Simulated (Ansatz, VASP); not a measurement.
# Two plane-wave programs on GaP

Contents of INCAR:

```
SYSTEM = GaP
PREC = Accurate
ENCUT = 520
EDIFF = 1E-6
ISMEAR = 0
SIGMA = 0.05
LREAL = .FALSE.
LASPH = .TRUE.
NELM = 80
ALGO = Normal
ISIF = 2
LWAVE = .FALSE.
LCHARG = .FALSE.
NBANDS = 26
```

File KPOINTS:

```
Automatic mesh
0
G
  9 9 9
  0 0 0
```

File POSCAR:

```
GaP
1.0
    1.9698239917      1.1372784118      6.1564879035
   -1.9698239917      1.1372784118      6.1564879035
    0.0000000000     -2.2745568237      6.1564879035
Ga P
2 2
Direct
    0.4359784395      0.4359784395      0.4359784395
    0.5640215605      0.5640215605      0.5640215605
    0.0580350955      0.0580350955      0.0580350955
    0.9419649045      0.9419649045      0.9419649045
```

Input for Ansatz:

```yaml
crystal:
  lattice:
    - [1.9698239917, 1.1372784118, 6.1564879035]
    - [-1.9698239917, 1.1372784118, 6.1564879035]
    - [0.0, -2.2745568237, 6.1564879035]
  atoms:
    - { symbol: Ga, position: [0.4359784395, 0.4359784395, 0.4359784395] }
    - { symbol: Ga, position: [0.5640215605, 0.5640215605, 0.5640215605] }
    - { symbol: P, position: [0.0580350955, 0.0580350955, 0.0580350955] }
    - { symbol: P, position: [0.9419649045, 0.9419649045, 0.9419649045] }
basis:
  ecutwfc: 420
kpoints:
  mp_grid: { grid: [9, 9, 9] }
hamiltonian:
  xc: lda
  pseudopotentials: { kind: paw, azcp: { folder: soft_1 } }
scf:
  occupations: { method: gaussian, width: 0.05 }
output:
  forces: true
  stress: true
  eigenvalues: true
```

Alike in both runs: task single point; functional LDA; k mesh 9 × 9 × 9; occupations gaussian, width 0.05 eV; no spin polarisation.

```csv
,VASP,Ansatz
version,VASP 6.6.1,Ansatz 0.2.0
potentials or method,"VASP PAW LDA potentials, release 64 (Ga_d, P), cutoff 520 eV","scalar-relativistic, plane waves, PAW"
valence electrons in the cell,36,36
```

Ansatz gave:

```
gap on the k mesh at the Fermi level (eV)                     : 0.57
least direct gap on the mesh (eV)                             : 0.61
pressure (GPa)                                                : -3.0
traceless stress, the component that is largest in VASP (GPa) : 7.55
rms of the force components (eV/Å)                            : 0.356
```

Question: Which values does VASP return?

Answer: gap on the k mesh at the Fermi level (eV): 0.58; least direct gap on the mesh (eV): 0.61; pressure (GPa): -3.0; traceless stress, the component that is largest in VASP (GPa): 7.50; rms of the force components (eV/Å): 0.342.

Ansatz warns that its potentials were made for another functional, while VASP's fit it. LDA's correlation is that of Perdew and Zunger in VASP and of Perdew and Wang (1992) in Ansatz. Atom by atom the forces differ by 0.020 eV/Å (rms over components).
